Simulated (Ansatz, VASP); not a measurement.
## One calculation of CuO, two programs

Contents of INCAR:

```
SYSTEM = CuO
PREC = Accurate
ENCUT = 520
EDIFF = 1E-6
ISMEAR = 0
SIGMA = 0.1
LREAL = .False.
LASPH = .True.
NELM = 100
ALGO = Normal
ISIF = 2
LWAVE = .False.
LCHARG = .False.
GGA = PS
NBANDS = 25
```

KPOINTS

```
Automatic mesh
0
Gamma
  8 8 4
  0 0 0
```

POSCAR

```
CuO
1.0
    2.8795009639      0.0000000000      0.0000000000
    0.0390727580      2.8792794796      0.0000000000
    0.0174953863      0.0172449008      5.1763391994
Cu O
2 2
Direct
    0.5000000000      0.0000000000      0.5000000000
    0.0000000000      0.5000000000      0.0000000000
    0.0015760300      0.9983282200      0.2501129000
    0.9984239700      0.0016717800      0.7498871000
```

Input for Ansatz:

```yaml
crystal:
  lattice:
    - [2.8795009639, 0.0, 0.0]
    - [0.039072758, 2.8792794796, 0.0]
    - [0.0174953863, 0.0172449008, 5.1763391994]
  atoms:
    - { symbol: Cu, position: [0.5, 0.0, 0.5] }
    - { symbol: Cu, position: [0.0, 0.5, 0.0] }
    - { symbol: O, position: [0.00157603, 0.99832822, 0.2501129] }
    - { symbol: O, position: [0.99842397, 0.00167178, 0.7498871] }
basis:
  ecutwfc: 420
kpoints:
  mp_grid: { grid: [8, 8, 4] }
hamiltonian:
  xc: pbesol
scf:
  occupations: { method: gaussian, width: 0.1 }
output:
  forces: true
  stress: true
  eigenvalues: true
```

Alike in both runs: task single point; functional PBEsol; k mesh 8 × 8 × 4; occupations gaussian, width 0.1 eV; no spin polarisation.

|  | VASP | Ansatz |
| --- | --- | --- |
| version | VASP 6.6.1 | Ansatz 0.2.0 |
| potentials or method | VASP PAW PBE potentials, release 64 (Cu, O), cutoff 520 eV | scalar-relativistic, plane waves, PAW |
| valence electrons in the cell | 34 | 50 |

```csv
,VASP,Ansatz,Ansatz less VASP
gap on the k mesh at the Fermi level (eV),none,none,-
pressure (GPa),-1.3,-2.0,-0.73
"traceless stress, the component that is largest in VASP (GPa)",-2.22,-2.53,-0.309
rms of the force components (eV/Å),0.006,0.006,-0.0001
```

VASP's potentials were made for PBE, not for PBEsol. Atom by atom the forces differ by 0.001 eV/Å (rms over components). A gap of «none» marks a metal or a gap that the smearing closes. With one functional, cell and mesh, what is left measures potentials, basis and numerics. VASP's potentials hold 34 valence electrons a cell and Ansatz's 50, so a difference there can come from the potentials and not from the codes.
